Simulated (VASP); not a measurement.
Crystal: Cs3Al.

```
CELL_PARAMETERS angstrom
5.28931 0.00000 0.00000
0.00000 5.28931 0.00000
0.00000 0.00000 5.28931
ATOMIC_POSITIONS crystal
Cs 0.00000 0.50000 0.50000
Cs 0.50000 0.00000 0.50000
Cs 0.50000 0.50000 0.00000
Al 0.00000 0.00000 0.00000
```

```yaml
Program: VASP 6.6.1
Task: relaxation of cell and atoms
Functional: PBE
Potentials_or_basis: VASP PAW PBE potentials, release 64 (Cs_sv, Al)
Cutoff: 600 eV
k_mesh: 4 × 4 × 4
Occupations: gaussian, width 0.1 eV
Spin: no spin polarisation
```

At the start: pressure 6.1 GPa; volume 36.99 Å³/atom.

Question: How do energy, volume and symmetry change on relaxing?

Answer: Over 6 steps the energy falls by 344.0 meV/atom and the volume is 66.51 Å³/atom (+79.8 %); space group Pm-3m (No. 221, to 0.1 Å) before and after.

The path:
```
step  energy change (eV)  largest force (eV/Å)  pressure (GPa)  volume (Å³)
   1              0.0000                0.0000            6.06       147.98
   2             -0.8341                0.0000            2.76       180.00
   3             -1.2947                0.0000            0.75       226.04
   4             -1.2120                0.0000           -0.58       340.42
   5             -1.3722                0.0000           -0.13       275.00
   6             -1.3760                0.0000           -0.01       266.02
```

Final structure:
```xyz
4
Lattice="6.4314 0.0000 0.0000 0.0000 6.4314 0.0000 0.0000 0.0000 6.4314" Properties=species:S:1:pos:R:3 pbc="T T T"
Cs    0.0000    3.2157    3.2157
Cs    3.2157    0.0000    3.2157
Cs    3.2157    3.2157    0.0000
Al    0.0000    0.0000    0.0000
```

Caveat: the volume moved by over 15 % at a fixed basis, so the end points are rough.
